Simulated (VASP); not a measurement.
# Si4W in VASP: notebook

Si4W is run at these levels: PBE; tasks: single point.

Program: VASP 6.6.1. These are calculated values, not measurements. Logs are shortened: lines on timing, memory, paths and dates and some standing lists are left out, and cuts for length are marked.

## 1. The cell of the first run

The typed cell holds 5 atoms: a = 4.773 Å, b = 4.773 Å, c = 5.181 Å, α = 122.82°, β = 122.82°, γ = 64.84°.

The cell was generated, and may not be a known phase.

## 2. Single point, PBE

The input, INCAR:

```
PREC = Accurate
ENCUT = 520
EDIFF = 1E-6
ISMEAR = 0
SIGMA = 0.2
LREAL = F
LASPH = T
NELM = 100
ALGO = Normal
ISIF = 2
LWAVE = F
LCHARG = F
GGA = PE
NBANDS = 23
```

The input, KPOINTS:

```
regular mesh
0
Gamma
  4 4 4
```

The input, POSCAR:

```
Si4W
1.0
    3.9787697717     -2.5588210515     -0.6353442754
    3.9787697717      2.5588210515     -0.6353442754
   -2.6583330072      0.0000000000      4.4475391080
Si W
4 1
Direct
    0.8391137724      0.4696095398      0.8376771018
    0.5303904602      0.1608862276      0.1623228982
    0.4700795019      0.8397731003      0.4715231523
    0.1602268997      0.5299204981      0.5284768477
    0.0001893959     -0.0001893959      0.0000000000
```

Potentials or basis: VASP PAW PBE potentials, release 64 (Si, W_sv).

Launch:

```sh
cat potpaw_PBE.64/Si/POTCAR potpaw_PBE.64/W_sv/POTCAR > POTCAR
mpirun -np 1 vasp_std > vasp.out
```

OUTCAR:

```text
PREC = Accurate
   ENCUT = 520
   EDIFF = 1E-6
   ISMEAR = 0
   LREAL = F
   LASPH = T
   NELM = 100
   ISIF = 2
   GGA = PE

 ion  position               nearest neighbor table
   1  0.839  0.470  0.838-   5 2.49   5 2.52   3 2.68   4 2.69   2 2.69   2 2.90   2 2.90   4 2.92
                             4 2.93
   2  0.530  0.161  0.162-   5 2.49   5 2.52   4 2.68   3 2.69   1 2.69   1 2.90   1 2.90   3 2.92
                             3 2.93
   3  0.470  0.840  0.472-   5 2.49   5 2.52   1 2.68   2 2.69   4 2.70   4 2.90   4 2.90   2 2.92
                             2 2.93
   4  0.160  0.530  0.528-   5 2.49   5 2.52   2 2.68   1 2.69   3 2.70   3 2.90   3 2.90   1 2.92
                             1 2.93
   5  0.000  1.000  0.000-   1 2.49   2 2.49   3 2.49   4 2.49   2 2.52   1 2.52   4 2.52   3 2.52

  LATTYP: Found a base centered monoclinic cell.
 ALAT       =     8.0583549796
 B/A-ratio  =     0.6350728053
 C/A-ratio  =     0.6429900088
 COS(beta)  =    -0.6419814455

  Lattice vectors:

 A1 = (   3.9787697717,  -2.5588210515,  -0.6353442754)
 A2 = (   3.9787697717,   2.5588210515,  -0.6353442754)
 A3 = (  -2.6583330072,   0.0000000000,   4.4475391080)

Analysis of symmetry for initial positions (statically):
=====================================================================
 Subroutine PRICEL returns:
 Original cell was already a primitive cell.

 Routine SETGRP: Setting up the symmetry group for a
 base centered monoclinic supercell.

 Subroutine GETGRP returns: Found  2 space group operations
 (whereof  2 operations were pure point group operations)
 out of a pool of  4 trial point group operations.

The static configuration has the point symmetry C_2 .

Analysis of symmetry for dynamics (positions and initial velocities):
=====================================================================
 Subroutine PRICEL returns:
 Original cell was already a primitive cell.

 Routine SETGRP: Setting up the symmetry group for a
 base centered monoclinic supercell.

 Subroutine GETGRP returns: Found  2 space group operations
 (whereof  2 operations were pure point group operations)
 out of a pool of  4 trial point group operations.

The dynamic configuration has the point symmetry C_2 .

 Subroutine INISYM returns: Found  2 space group operations
 (whereof  2 operations are pure point group operations),
 and found     1 'primitive' translations

----------------------------------------------------------------------------------------

                                     Primitive cell

  volume of cell :      81.9170

  direct lattice vectors                    reciprocal lattice vectors
     3.978769772 -2.558821051 -0.635344275     0.138926749 -0.195402488  0.083037732
     3.978769772  2.558821051 -0.635344275     0.138926749  0.195402488  0.083037732
    -2.658333007  0.000000000  4.447539108     0.039692204  0.000000000  0.248567819

  length of vectors
     4.773032204  4.773032204  5.181441739     0.253728277  0.253728277  0.251716967

  position of ions in fractional coordinates (direct lattice)
     0.839113772  0.469609540  0.837677102
     0.530390460  0.160886228  0.162322898
     0.470079502  0.839773100  0.471523152
     0.160226900  0.529920498  0.528476848
     0.000189396  0.999810604  0.000000000

  ion indices of the primitive-cell ions
   primitive index   ion index
                 1           1
                 2           2
                 3           3
                 4           4
                 5           5

----------------------------------------------------------------------------------------

 KPOINTS: regular mesh

Automatic generation of k-mesh.
 Grid dimensions read from file:
 generate k-points for:    4    4    4

 Generating k-lattice:

  Cartesian coordinates                     Fractional coordinates (reciprocal lattice)
     0.034731687 -0.048850622  0.020759433     0.250000000 -0.000000000  0.000000000
     0.034731687  0.048850622  0.020759433    -0.000000000  0.250000000  0.000000000
     0.009923051  0.000000000  0.062141955     0.000000000  0.000000000  0.250000000

  Length of vectors
     0.063432069  0.063432069  0.062929242

  Shift w.r.t. Gamma in fractional coordinates (k-lattice)
     0.000000000  0.000000000  0.000000000

 Subroutine IBZKPT returns following result:
 ===========================================

 Found     24 irreducible k-points:

 Following reciprocal coordinates:
            Coordinates               Weight
  0.000000  0.000000  0.000000      1.000000
  0.250000  0.000000  0.000000      4.000000
  0.500000  0.000000  0.000000      2.000000
  0.250000  0.250000  0.000000      2.000000
  0.500000  0.250000  0.000000      4.000000
 -0.250000  0.250000  0.000000      2.000000
[... 16 lines left out ...]
 -0.250000  0.250000  0.500000      2.000000
  0.500000  0.500000  0.500000      1.000000
   k-points           NKPTS =     24   k-points in BZ     NKDIM =     24   number of bands    NBANDS=     23
   number of dos      NEDOS =    301   number of ions     NIONS =      5
   total plane-waves  NPLWV =  51840
   dimension x,y,z NGX =    36 NGY =   36 NGZ =   40
   dimension x,y,z NGXF=    72 NGYF=   72 NGZF=   80
   ions per type =               4   1
   NGX,Y,Z   is equivalent  to a cutoff of  12.54, 12.54, 12.83 a.u.
   NGXF,Y,Z  is equivalent  to a cutoff of  25.08, 25.08, 25.67 a.u.
 SYSTEM =  unknown system
   PREC   = accura    normal or accurate (medium, high low for compatibility)
   ISTART =      0    job   : 0-new  1-cont  2-samecut
   ICHARG =      2    charge: 1-file 2-atom 10-const
   ISPIN  =      1    spin polarized calculation?
   LNONCOLLINEAR =      F non collinear calculations
   LSORBIT =      F    spin-orbit coupling
   LASPH  =      T    aspherical Exc in radial PAW
   ENCUT  =  520.0 eV  38.22 Ry    6.18 a.u.   8.87  8.87  9.63*2*pi/ulx,y,z
   NELM   =    100;   NELMIN=  2; NELMDL= -5     # of ELM steps
   EDIFF  = 0.1E-05   stopping-criterion for ELM
   LREAL  =      F    real-space projection
[... 7 lines left out ...]
   TEBEG  =    0.0;   TEEND  =   0.0 temperature during run
   PSTRESS=    0.0 pullay stress
   NELECT =      30.0000    total number of electrons
   NUPDOWN=      -1.0000    fix difference up-down
   EMIN   =  10.00;   EMAX   =-10.00  energy-range for DOS
   EFERMI =   0.00;   METHOD = LEGACY
   ISMEAR =     0;   SIGMA  =   0.20  broadening in eV -4-tet -1-fermi 0-gaus
   EFERMI_NEDOS =   21; number of points for ismear=-14 and -15
   IALGO  =     38    algorithm
   IMIX   =      4    mixing-type and parameters
     AMIX     =   0.40;   BMIX     =  1.00
     AMIX_MAG =   1.60;   BMIX_MAG =  1.00
  volume/ion in A,a.u.               =      16.38       110.56
  Fermi-wavevector in a.u.,A,eV,Ry     =   1.171271  2.213381 18.665496  1.371875
  Thomas-Fermi vector in A             =   2.307717
   LORBIT       =      0    0 simple, 1 ext, 2 COOP (PROOUT), +10 PAW based schemes
   GGA     = PE    functional components
   LHFCALC =     F    Hartree Fock is set to
   AEXX    =    0.0000 exact exchange contribution
   IVDW    =     0    specifies the selected vdW correction
   LEPSILON=     F    determine dielectric tensor
   LRPA    =     F    only Hartree local field effects (RPA)
 non-spin polarized calculation
 Gauss-broadening in eV      SIGMA  =   0.20
  energy-cutoff  :      520.00
  volume of cell :       81.92
 maximum number of plane-waves:      2240
   NGX = 17   NGY = 17   NGZ = 19

 number of electron      29.9999998 magnetization

 Free energy of the ion-electron system (eV)
  ---------------------------------------------------
  ext. energy  EPLUGINS =         0.00000000
  ---------------------------------------------------
  free energy    TOTEN  =       -33.62308377 eV

  energy without entropy =      -33.59410336  energy(sigma->0) =      -33.60859357

 E-fermi :   8.7600     XC(G=0): -11.1043

 val. band max:        8.6252448308   @ k =  -0.2500   0.2500   0.0000
 cond. band min:       8.7780454958   @ k =   0.5000   0.5000   0.5000
 fundamental gap:      0.1528006650
 Fermi energy:         8.7600393468

 k-point     1 :       0.0000    0.0000    0.0000
  band No.  band energies     occupation
      1     -64.7851      2.00000
      2     -29.1518      2.00000
      3     -29.1085      2.00000
      4     -29.0915      2.00000
      5      -4.0421      2.00000
      6       2.5236      2.00000
[... 15 lines left out ...]
     22      12.5387      0.00000
     23      13.3463      0.00000

 k-point     2 :       0.2500    0.0000    0.0000
  band No.  band energies     occupation
      1     -64.7850      2.00000
      2     -29.1530      2.00000
      3     -29.1093      2.00000
      4     -29.0926      2.00000
      5      -3.4395      2.00000
      6       0.9368      2.00000
[... 15 lines left out ...]
     22      13.5770      0.00000
     23      14.8162      0.00000

 k-point     3 :       0.5000    0.0000    0.0000
  band No.  band energies     occupation
      1     -64.7850      2.00000
      2     -29.1544      2.00000
      3     -29.1101      2.00000
      4     -29.0936      2.00000
      5      -2.0199      2.00000
      6      -1.3043      2.00000
[... 15 lines left out ...]
     22      13.9088      0.00000
     23      14.3616      0.00000

 k-point     4 :       0.2500    0.2500    0.0000
  band No.  band energies     occupation
      1     -64.7850      2.00000
      2     -29.1543      2.00000
      3     -29.1102      2.00000
      4     -29.0931      2.00000
      5      -3.0116      2.00000
      6       1.2737      2.00000
[... 15 lines left out ...]
     22      13.2630      0.00000
     23      13.3940      0.00000

 k-point     5 :       0.5000    0.2500    0.0000
  band No.  band energies     occupation
      1     -64.7850      2.00000
      2     -29.1555      2.00000
      3     -29.1110      2.00000
      4     -29.0942      2.00000
      5      -1.7027      2.00000
      6      -0.6512      2.00000
[... 15 lines left out ...]
     22      13.4604      0.00000
     23      15.0351      0.00000

 k-point     6 :      -0.2500    0.2500    0.0000
  band No.  band energies     occupation
      1     -64.7850      2.00000
      2     -29.1542      2.00000
      3     -29.1101      2.00000
      4     -29.0937      2.00000
      5      -2.7317      2.00000
      6       0.7076      2.00000
[... 15 lines left out ...]
     22      14.5428      0.00000
     23      15.1026      0.00000

 k-point     7 :       0.5000    0.5000    0.0000
  band No.  band energies     occupation
      1     -64.7850      2.00000
      2     -29.1567      2.00000
      3     -29.1119      2.00000
      4     -29.0947      2.00000
      5      -0.9988      2.00000
      6      -0.2736      2.00000
[... 353 lines left out ...]
     22      13.5772      0.00000
     23      14.0254      0.00000

 k-point    21 :       0.2500    0.2500    0.5000
  band No.  band energies     occupation
      1     -64.7850      2.00000
      2     -29.1542      2.00000
      3     -29.1107      2.00000
      4     -29.0930      2.00000
      5      -2.7604      2.00000
      6       0.6728      2.00000
[... 15 lines left out ...]
     22      14.5406      0.00000
     23      15.0689      0.00000

 k-point    22 :       0.5000    0.2500    0.5000
  band No.  band energies     occupation
      1     -64.7850      2.00000
      2     -29.1542      2.00000
      3     -29.1108      2.00000
      4     -29.0933      2.00000
      5      -2.3094      2.00000
      6      -0.1895      2.00000
[... 15 lines left out ...]
     22      13.2266      0.00000
     23      13.9593      0.00000

 k-point    23 :      -0.2500    0.2500    0.5000
  band No.  band energies     occupation
      1     -64.7850      2.00000
      2     -29.1542      2.00000
      3     -29.1106      2.00000
      4     -29.0936      2.00000
      5      -1.6755      2.00000
      6      -0.1902      2.00000
[... 15 lines left out ...]
     22      13.5548      0.00000
     23      13.9257      0.00000

 k-point    24 :       0.5000    0.5000    0.5000
  band No.  band energies     occupation
      1     -64.7850      2.00000
      2     -29.1543      2.00000
      3     -29.1107      2.00000
      4     -29.0930      2.00000
      5      -2.0461      2.00000
      6      -1.3307      2.00000
[... 15 lines left out ...]
     22      13.9484      0.00000
     23      14.3203      0.00000

------------------------ aborting loop because EDIFF is reached ----------------------------------------

  FORCE on cell =-STRESS in cart. coord.  units (eV):
  Direction    XX          YY          ZZ          XY          YZ          ZX
  --------------------------------------------------------------------------------------
  -------------------------------------------------------------------------------------
  Total       -0.0113060      0.0742099     -0.2522038      0.0000000      0.0000000      0.1247563
  in kB       -0.2211281      1.4514381     -4.9327424      0.0000000      0.0000000      2.4400529
  external PRESSURE =      -1.2341441 kB  Pullay stress =       0.0000000 kB

 VOLUME and BASIS-vectors are now :
 -----------------------------------------------------------------------------
  energy-cutoff  :      520.00
  volume of cell :       81.92
      direct lattice vectors                 reciprocal lattice vectors
     3.978769772 -2.558821051 -0.635344275     0.138926749 -0.195402488  0.083037732
     3.978769772  2.558821051 -0.635344275     0.138926749  0.195402488  0.083037732
    -2.658333007  0.000000000  4.447539108     0.039692204  0.000000000  0.248567819

 POSITION                                       TOTAL-FORCE (eV/Angst)
 -----------------------------------------------------------------------------------
      2.98028     -0.94550      2.89411        -0.011237      0.007672     -0.003121
      2.31892     -0.94550      0.28274         0.011237      0.007672      0.003121
      3.95814      0.94598      1.26491        -0.012002     -0.005171     -0.013562
      1.34107      0.94598      1.91194         0.012002     -0.005171      0.013562
      3.97877      2.55785     -0.63534        -0.000000     -0.005002      0.000000
 -----------------------------------------------------------------------------------
    total drift:                                0.000000      0.000023     -0.000000

  FREE ENERGIE OF THE ION-ELECTRON SYSTEM (eV)
  ---------------------------------------------------
  free  energy   TOTEN  =       -33.6230837712 eV

  energy  without entropy=      -33.5941033649  energy(sigma->0) =      -33.60859357
```

Wall time 53 s (1 thread of Intel Xeon Platinum 8488C (Sapphire Rapids), shared host); peak memory 0.22 GiB.

What came out:

| Property | Result |
| --- | --- |
| Free energy | -33.6231 eV |
| Pressure | -0.1 GPa |
| Largest force | 0.019 eV/Å |
| Band gap on the k mesh | zero (bands 15 and 16 overlap by 2.12 eV) |

Forces on the atoms (eV/Å):
```
Si  -0.011  0.008 -0.003
Si   0.011  0.008  0.003
Si  -0.012 -0.005 -0.014
Si   0.012 -0.005  0.014
W    0.000 -0.005  0.000
```

Caveat: the k points lie up to 0.40 Å⁻¹ apart, too coarse for converged energies and pressures of a metal; spin-orbit coupling is left out, which moves the levels of the heavy elements.

## 3. Single point, PBE

This run uses another cell than the first one, of 16.34 Å³/atom.

The input, INCAR:

```
PREC = Accurate ; ENCUT = 520
EDIFF = 1E-6 ; ISMEAR = 0
SIGMA = 0.1 ; LREAL = F
LASPH = T ; NELM = 80
ALGO = Normal ; ISIF = 2
LWAVE = F ; LCHARG = F
GGA = PE ; NBANDS = 23
```

The input, KPOINTS:

```
Automatic mesh
0
Gamma
  8 8 8
```

The input, POSCAR:

```
Si4W
1.0
   -2.5727251222      2.5727251222      3.0852981596
    2.5727251222     -2.5727251222      3.0852981596
    2.5727251222      2.5727251222     -3.0852981596
Si W
4 1
Direct
    0.1642640523      0.1642640523      0.6336577616
    0.8357359477      0.4693937093      0.0000000000
    0.5306062907      0.5306062907      0.3663422384
    0.4693937093      0.8357359477      0.0000000000
    0.0000000000      0.0000000000      0.0000000000
```

Potentials or basis: VASP PAW PBE potentials, release 64 (Si, W_sv).

Launch:

```sh
cat potpaw_PBE.64/Si/POTCAR potpaw_PBE.64/W_sv/POTCAR > POTCAR
mpirun -np 1 vasp_std > vasp.out
```

Wall time 75 s (1 thread of Intel Xeon Platinum 8488C (Sapphire Rapids), shared host); peak memory 0.25 GiB.

It converged, with:

| Quantity | Value |
| --- | --- |
| Free energy | -33.5458 eV |
| Pressure | 0.0 GPa |
| Largest force | 0.011 eV/Å |
| Band gap on the k mesh | zero (bands 15 and 16 overlap by 2.41 eV) |

Forces on the atoms (eV/Å):
```
Si   0.006  0.006  0.006
Si   0.006 -0.006 -0.006
Si  -0.006 -0.006  0.006
Si  -0.006  0.006 -0.006
W    0.000  0.000  0.000
```

Levels at points of the mesh, in eV from the Fermi level:
```tsv
k point	band 13	band 14	band 15	band 16	band 17	band 18
(0.00, 0.00, 0.00)	-2.80	-2.25	-1.82	-0.69	-0.69	2.57
(0.50, 0.00, 0.00)	-2.10	-1.99	0.13	0.60	1.11	2.51
(0.50, 0.50, 0.00)	-1.40	-1.13	1.08	1.75	2.34	2.42
(0.50, 0.50, 0.50)	-2.68	-0.61	0.92	2.14	2.14	2.39
```

Caveat: spin-orbit coupling is left out, which moves the levels of the heavy elements.

The gap in the log of VASP goes by the Fermi energy; the results here count the filled bands.